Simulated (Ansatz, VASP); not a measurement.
Two plane-wave programs on YSe4F2

```
Y Se F
1.0
     6.42360    0.00000    0.00000
     0.00000    6.42360    0.00000
     0.00000    0.00000    3.66349
Y Se F
1 4 2
Direct
  0.00000 0.00000 0.00000
  0.31204 0.31204 0.00000
  0.68796 0.68796 0.00000
  0.31204 0.68796 0.00000
  0.68796 0.31204 0.00000
  0.00000 0.50000 0.50000
  0.50000 0.00000 0.50000
```

Change from the starting cell: species swapped into the Cs2PdCl4 type (P4/mmm, No. 123).

Alike in both runs: functional PBE; k mesh 4 × 4 × 4; occupations gaussian, width 0.1 eV; no spin polarisation.

Ansatz relaxed the structure, and its values are those at the end. VASP's run is a single point on that final structure, the one shown.

|  | VASP | Ansatz |
| --- | --- | --- |
| version | VASP 6.6.1 | Ansatz 0.2.0 |
| potentials or method | VASP PAW PBE potentials, release 64 (Y_sv, Se, F), cutoff 520 eV | scalar-relativistic, plane waves, PAW |
| valence electrons in the cell | 49 | 89 |

|  | VASP | Ansatz | Ansatz less VASP |
| --- | --- | --- | --- |
| gap on the k mesh at the Fermi level (eV) | none | none | - |
| pressure (GPa) | -0.2 | -0.1 | +0.03 |
| rms of the force components (eV/Å) | 0.014 | 0.003 | -0.0113 |

A gap of «none» marks a metal or a gap that the smearing closes. The functional is the same, so the differences come from potentials, cutoffs and numerics. VASP's potentials hold 49 valence electrons a cell and Ansatz's 89, so a difference there can come from the potentials and not from the codes.

The k mesh is coarse, so the values compare programs but aren't converged.
